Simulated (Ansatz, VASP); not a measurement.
In3GaP2: VASP beside Ansatz

```
In Ga P
1.0
     9.17653    0.00000    0.00000
    -4.58826    7.94711    0.00000
     0.00000    0.00000    2.79760
In Ga P
3 1 2
Direct
  0.50000 0.00000 0.00000
  0.00000 0.50000 0.00000
  0.50000 0.50000 0.00000
  0.00000 0.00000 0.00000
  0.33333 0.66667 0.00000
  0.66667 0.33333 0.00000
```

Alike in both runs: functional PBE; k mesh 6 × 6 × 14; occupations gaussian, width 0.1 eV; no spin polarisation.

Ansatz relaxed the structure, and its values are those at the end. VASP's run is a single point on that final structure, the one shown.

```csv
,VASP,Ansatz
version,VASP 6.6.1,Ansatz 0.2.0
potentials or method,"VASP PAW PBE potentials, release 64 (In_d, Ga_d, P), cutoff 520 eV","scalar-relativistic, plane waves, PAW"
valence electrons in the cell,62,62
```

```tsv
	VASP	Ansatz	Ansatz less VASP
gap on the k mesh at the Fermi level (eV)	none	none	-
pressure (GPa)	0.0	0.0	+0.03
```

A gap of «none» marks a metal or a gap that the smearing closes.
